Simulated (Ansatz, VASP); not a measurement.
## One calculation of CdHgP, two programs

```
Cd Hg P
1.0
     4.96358    0.00000    0.00000
     0.00000    4.96358    0.00000
     0.00000    0.00000    6.08663
Cd Hg P
2 2 2
Direct
  0.00000 0.00000 0.22117
  0.00000 0.00000 0.72117
  0.50000 0.50000 0.06470
  0.50000 0.50000 0.56470
  0.50000 0.00000 0.46414
  0.00000 0.50000 0.96414
```

Change from the starting cell: the structure that the rattled cell fell into.

Alike in both runs: functional PBE; k mesh 8 × 8 × 6; occupations gaussian, width 0.1 eV; no spin polarisation.

Ansatz relaxed the structure, and its values are those at the end. VASP's run is a single point on that final structure, the one shown.

|  | VASP | Ansatz |
| --- | --- | --- |
| version | VASP 6.6.1 | Ansatz 0.2.0 |
| potentials or method | VASP PAW PBE potentials, release 64 (Cd, Hg, P), cutoff 520 eV | scalar-relativistic, plane waves, PAW |
| valence electrons in the cell | 58 | 90 |

```csv
,VASP,Ansatz,Ansatz less VASP
gap on the k mesh at the Fermi level (eV),none,none,-
pressure (GPa),0.3,0.0,-0.26
rms of the force components (eV/Å),0.008,0.000,-0.0074
```

A gap of «none» marks a metal or a gap that the smearing closes. VASP's potentials hold 58 valence electrons a cell and Ansatz's 90, so a difference there can come from the potentials and not from the codes.

Neither program's run includes spin-orbit coupling.
